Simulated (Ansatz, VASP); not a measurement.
Given: the input of a run of VASP 6.6.1 on MgO.

File INCAR:

```
PREC = Accurate
ENCUT = 600
EDIFF = 1E-6
ISMEAR = -1
SIGMA = 0.05
LREAL = False
LASPH = True
NELM = 100
ALGO = Normal
ISIF = 3
LWAVE = False
LCHARG = False
GGA = PE
IVDW = 12
IBRION = 2
NSW = 80
EDIFFG = -0.01
```

Contents of KPOINTS:

```
regular mesh
0
Gamma
  11 11 11
```

Contents of POSCAR:

```
MgO
1.0
    0.0000000000      2.0970013927      2.0970013927
    2.0970013927      0.0000000000      2.0970013927
    2.0970013927      2.0970013927      0.0000000000
Mg O
1 1
Direct
    0.0000000000      0.0000000000      0.0000000000
    0.5000000000      0.5000000000      0.5000000000
```

Potentials or basis: VASP PAW PBE potentials, release 64 (Mg, O).

Launch:

```console
$ cat potpaw_PBE.64/Mg/POTCAR potpaw_PBE.64/O/POTCAR > POTCAR
$ mpirun -np 1 vasp_std > vasp.out
```

Task: Set up the same calculation for Ansatz 0.2.0. Potentials there: all-electron LAPW, scalar-relativistic.

Result: As run (the cutoff follows the program's own potentials):

input.yaml

```yaml
crystal:
  lattice:
    - [0.0, 2.0970013927, 2.0970013927]
    - [2.0970013927, 0.0, 2.0970013927]
    - [2.0970013927, 2.0970013927, 0.0]
  atoms:
    - { symbol: Mg, position: [0.0, 0.0, 0.0] }
    - { symbol: O, position: [0.5, 0.5, 0.5] }
kpoints:
  mp_grid: { grid: [11, 11, 11] }
scf:
  occupations: { method: fermi_dirac, width: 0.05 }
hamiltonian:
  xc: pbe
  dispersion: d3bj
  pseudopotentials: { kind: all_electron, lapw: { basis_error: 0.001 } }
output:
  forces: true
  stress: true
relax:
  f_tol: 0.01
  max_steps: 60
  cell: {}
```

Potentials or basis: all-electron LAPW, scalar-relativistic.

Launch:

```console
$ ansatz run input.yaml --threads 1 --pin off --max-ram 3072MiB --backend cpu --events-out ev --progress --plain --runs-dir out
```

Both were run:

|  | VASP | Ansatz | Ansatz less VASP |
| --- | --- | --- | --- |
| relaxed volume (Å³/atom) | 9.26 | 9.32 | +0.059 |
| relaxed cell length with the largest relative difference (Å) | 2.969 | 2.976 | +0.0063 |

Ansatz ran all-electron here, and VASP with PAW potentials.
